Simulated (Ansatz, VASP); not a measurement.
Two plane-wave programs on PbSe

```
CELL_PARAMETERS angstrom
3.69674 -2.13357 0.01648
3.69674 2.13357 0.01648
-0.03684 0.00000 7.92463
ATOMIC_POSITIONS crystal
Pb 0.66668 0.66668 0.22792
Pb 0.33331 0.33331 0.72792
Se 0.99997 0.99997 0.52193
Se 0.99994 0.99994 0.02193
```

Change from the starting cell: the structure that the rattled cell fell into.

Alike in both runs: functional PBE; k mesh 8 × 8 × 4; occupations gaussian, width 0.02 eV; no spin polarisation.

Ansatz relaxed the structure, and its values are those at the end. VASP's run is a single point on that final structure, the one shown.

```csv
,VASP,Ansatz
version,VASP 6.6.1,Ansatz 0.2.0
potentials or method,"VASP PAW PBE potentials, release 64 (Pb_d, Se), cutoff 520 eV","scalar-relativistic, plane waves, PAW"
valence electrons in the cell,40,60
```

```csv
,VASP,Ansatz,Ansatz less VASP
gap on the k mesh at the Fermi level (eV),0.72,0.72,-0.008
least direct gap on the mesh (eV),0.73,0.72,-0.003
pressure (GPa),0.0,0.0,0.00
rms of the force components (eV/Å),0.004,0.000,-0.0033
```

VASP's potentials hold 40 valence electrons a cell and Ansatz's 60, so a difference there can come from the potentials and not from the codes.

Spin-orbit coupling is off throughout.
